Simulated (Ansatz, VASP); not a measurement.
# B in VASP and in Ansatz

```
B
1.0
     1.46166   -1.72228    0.00000
     1.46166    1.72228    0.00000
     0.00000    0.00000    5.46275
B
4
Cartesian
  1.4617 1.0061 0.5213
  1.4617 -1.0061 3.2527
  1.4617 1.0061 2.2101
  1.4617 -1.0061 4.9415
```

Alike in both runs: functional PBE; k mesh 8 × 8 × 4; occupations gaussian, width 0.1 eV; no spin polarisation.

Ansatz relaxed the structure, and its values are those at the end. VASP's run is a single point on that final structure, the one shown.

```csv
,VASP,Ansatz
version,VASP 6.6.1,Ansatz 0.2.0
potentials or method,"VASP PAW PBE potentials, release 64 (B), cutoff 520 eV","scalar-relativistic, plane waves, PAW"
valence electrons in the cell,12,12
```

```csv
,VASP,Ansatz,Ansatz less VASP
gap on the k mesh at the Fermi level (eV),none,none,-
pressure (GPa),0.1,0.1,+0.03
```

A gap of «none» marks a metal or a gap that the smearing closes. The functional is the same, so the differences come from potentials, cutoffs and numerics.
